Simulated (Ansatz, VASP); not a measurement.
# Se: VASP beside Ansatz

```xyz
6
Lattice="5.3496 3.0886 1.5206 -5.3496 3.0886 1.5206 0.0000 -6.1772 1.5206" Properties=species:S:1:pos:R:3 pbc="T T T"
Se    0.7252   -4.1649    2.0988
Se    3.2443    2.7105    2.0988
Se   -3.9695    1.4544    2.0988
Se   -0.7252    4.1649    2.4630
Se   -3.2443   -2.7105    2.4630
Se    3.9695   -1.4544    2.4630
```

Alike in both runs: functional PBEsol; k mesh 9 × 9 × 9; occupations gaussian, width 0.02 eV; no spin polarisation.

Ansatz relaxed the structure, and its values are those at the end. VASP's run is a single point on that final structure, the one shown.

|  | VASP | Ansatz |
| --- | --- | --- |
| version | VASP 6.6.1 | Ansatz 0.2.0 |
| potentials or method | VASP PAW PBE potentials, release 64 (Se), cutoff 520 eV | scalar-relativistic, plane waves, PAW |
| valence electrons in the cell | 36 | 96 |

Ansatz gave:

| Quantity | Value |
| --- | --- |
| gap on the k mesh at the Fermi level (eV) | 0.94 |
| least direct gap on the mesh (eV) | 1.01 |
| pressure (GPa) | 0.0 |
| rms of the force components (eV/Å) | 0.006 |

**Question.** Which values does VASP return?

**Answer.** gap on the k mesh at the Fermi level (eV): 0.94; least direct gap on the mesh (eV): 1.00; pressure (GPa): 0.2; rms of the force components (eV/Å): 0.015.

VASP's potentials were made for PBE, not for PBEsol. VASP's potentials hold 36 valence electrons a cell and Ansatz's 96, so a difference there can come from the potentials and not from the codes.
